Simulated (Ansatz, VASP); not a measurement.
## One calculation of Au, two programs

```
Au
1.0
     3.85872    0.00000    0.00000
     0.00000    3.85872    0.00000
     0.00000    0.00000    3.85872
Au
3
Direct
  0.50000 0.00000 0.00000
  0.00000 0.50000 0.00000
  0.00000 0.00000 0.50000
```

Alike in both runs: task single point; functional PBE; k mesh 12 × 12 × 12; occupations gaussian, width 0.1 eV; no spin polarisation.

|  | VASP | Ansatz |
| --- | --- | --- |
| version | VASP 6.6.1 | Ansatz 0.2.0 |
| potentials or method | VASP PAW PBE potentials, release 64 (Au), cutoff 520 eV | scalar-relativistic, plane waves, PAW |
| valence electrons in the cell | 33 | 57 |

Ansatz gave:

- gap on the k mesh at the Fermi level (eV): none
- pressure (GPa): 13.8

Estimate VASP's values.

gap on the k mesh at the Fermi level (eV): none; pressure (GPa): 13.5.

A gap of «none» marks a metal or a gap that the smearing closes. The functional is the same, so the differences come from potentials, cutoffs and numerics. VASP's potentials hold 33 valence electrons a cell and Ansatz's 57, so a difference there can come from the potentials and not from the codes.

Neither program's run includes spin-orbit coupling.
